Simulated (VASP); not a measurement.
Write the native input for VASP 6.6.1 that does the following.

* Task: single point
* Functional: PBE
* Potentials or basis: VASP PAW PBE potentials, release 64 (Cr_pv, Al, O)
* Cutoff: 520 eV
* k mesh: 5 × 5 × 5
* Occupations: fermi-dirac, width 0.0901 eV
* Spin: collinear spin, antiferromagnetic start
* Starting moments: [3.0, -3.0, 0.0, 0.0, 0.0, 0.0, 0.0, 0.0, 0.0, 0.0, 0.0, 0.0, 0.0, 0.0] μB
* Dipole correction: no
* Further INCAR settings: ALGO = Fast; EDIFF = 1e-07; NBANDS = 59

The structure of Al2CrO4 lies in POSCAR:

```
Al2CrO4
1.0
    0.0000000000      4.0372312000      4.0372312000
    4.0372312000      0.0000000000      4.0372312000
    4.0372312000      4.0372312000      0.0000000000
Cr Al O
2 4 8
Direct
    0.1250000000      0.1250000000      0.1250000000
    0.8750000000      0.8750000000      0.8750000000
    0.5000000000      0.5000000000      0.5000000000
    0.0000000000      0.5000000000      0.5000000000
    0.5000000000      0.5000000000      0.0000000000
    0.5000000000      0.0000000000      0.5000000000
    0.2645000000      0.2645000000      0.2645000000
    0.2935000000      0.7355000000      0.7355000000
    0.2645000000      0.2645000000      0.7065000000
    0.7355000000      0.2935000000      0.7355000000
    0.7065000000      0.2645000000      0.2645000000
    0.7355000000      0.7355000000      0.7355000000
    0.2645000000      0.7065000000      0.2645000000
    0.7355000000      0.7355000000      0.2935000000
```

The input as run:

INCAR

```
SYSTEM = Al2CrO4
  PREC = Accurate
  ENCUT = 520
  EDIFF = 1E-7
  ISMEAR = -1
  SIGMA = 0.0901
  LREAL = .False.
  LASPH = .True.
  NELM = 150
  ALGO = Fast
  ISIF = 2
  LWAVE = .False.
  LCHARG = .False.
  ISPIN = 2
  MAGMOM = 3 -3 0 0 0 0 0 0 0 0 0 0 0 0
  LORBIT = 11
  LMAXMIX = 4
  GGA = PE
  NBANDS = 59
```

KPOINTS

```
regular mesh
0
Gamma
  5 5 5
  0 0 0
```

Potentials or basis: VASP PAW PBE potentials, release 64 (Cr_pv, Al, O).

Run with:

```console
$ cat potpaw_PBE.64/Cr_pv/POTCAR potpaw_PBE.64/Al/POTCAR potpaw_PBE.64/O/POTCAR > POTCAR
$ mpirun -np 1 vasp_std > vasp.out
```

It gave:

```
Pressure                                              : 14.2 GPa
Largest force                                         : 0.587 eV/Å
Band gap on the k mesh                                : zero (filled and empty bands overlap)
Net moment                                            : 0.00 μB per cell
Site moments                                          : Cr +3.42, -3.42; Al +0.00; O +0.01, -0.01 (each value once) μB
Valence electrons inside the program's atomic spheres : Cr 10.76; Al 0.72; O 5.17
```

Caveat: the cell stands under pressure; semilocal functionals often make such compounds metallic where correlation or magnetic order opens a gap, which also shifts bond lengths.

Run time: 2.9 min on 1 thread of AMD EPYC 9R45 96-Core Processor (Zen 5), with other jobs on the host, peak memory 0.34 GiB.
